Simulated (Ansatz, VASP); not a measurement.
# Two plane-wave programs on GaP

INCAR

```
SYSTEM = GaP
PREC     = Accurate       ! precision mode
ENCUT    = 500            ! plane-wave cutoff, eV
EDIFF    = 1E-6           ! SCF threshold, eV
ISMEAR   = 0              ! smearing method
SIGMA    = 0.02           ! smearing width, eV
LREAL    = .FALSE.        ! projectors in reciprocal space
LASPH    = .TRUE.         ! aspherical terms in the spheres
NELM     = 120            ! most SCF steps
ALGO     = Normal         ! electronic algorithm
ISIF     = 2              ! what is computed and relaxed
LWAVE    = .FALSE.        ! write WAVECAR
LCHARG   = .FALSE.        ! write CHGCAR
GGA      = PE             ! functional
NBANDS   = 16             ! bands
GGA_COMPAT= .FALSE.
```

File KPOINTS:

```
regular mesh
0
G
  8 8 8
  0 0 0
```

File POSCAR:

```
GaP
1.0
    0.0000000000      2.7533029097      2.7533029097
    2.7533029097      0.0000000000      2.7533029097
    2.7533029097      2.7533029097      0.0000000000
Ga P
1 1
Direct
    0.0000000000      0.0000000000      0.0000000000
    0.2500000000      0.2500000000      0.2500000000
```

Input for Ansatz:

```yaml
crystal:
  lattice:
    - [0.0, 2.7533029097, 2.7533029097]
    - [2.7533029097, 0.0, 2.7533029097]
    - [2.7533029097, 2.7533029097, 0.0]
  atoms:
    - { symbol: Ga, position: [0.0, 0.0, 0.0] }
    - { symbol: P, position: [0.25, 0.25, 0.25] }
basis:
  ecutwfc: 420
kpoints:
  mp_grid: { grid: [8, 8, 8] }
  band_path:
    path:
      - [[0.0, 0.0, 0.0], [-0.5, -0.5, 0.0], [-0.375, -0.375, 0.25]]
      - [[-0.375, 0.0, 0.375], [0.0, 0.0, 0.0], [0.0, 0.0, 0.5], [-0.5, -0.25, 0.25], [-0.5, -0.5, 0.0]]
    npoints: 10
hamiltonian:
  xc: pbe
  pseudopotentials: { kind: paw, azcp: { folder: soft_1 } }
scf:
  occupations: { method: gaussian, width: 0.02 }
  n_extra_bands: 7
output:
  forces: true
  stress: true
  eigenvalues: true
  write_density: true
  write_potential: true
  elf: true
  volumetric_format: npy
```

Alike in both runs: task single point; functional PBE; k mesh 8 × 8 × 8; occupations gaussian, width 0.02 eV; no spin polarisation.

|  | VASP | Ansatz |
| --- | --- | --- |
| version | VASP 6.6.1 | Ansatz 0.2.0 |
| potentials or method | VASP PAW PBE potentials, release 64 (Ga_d, P), cutoff 500 eV | scalar-relativistic, plane waves, PAW |
| valence electrons in the cell | 18 | 18 |

VASP gave:

* gap on the k mesh at the Fermi level (eV): 1.57
* least direct gap on the mesh (eV): 1.57
* pressure (GPa): -0.1

Question: Which values does Ansatz return?

Answer: gap on the k mesh at the Fermi level (eV): 1.58; least direct gap on the mesh (eV): 1.58; pressure (GPa): 0.0.
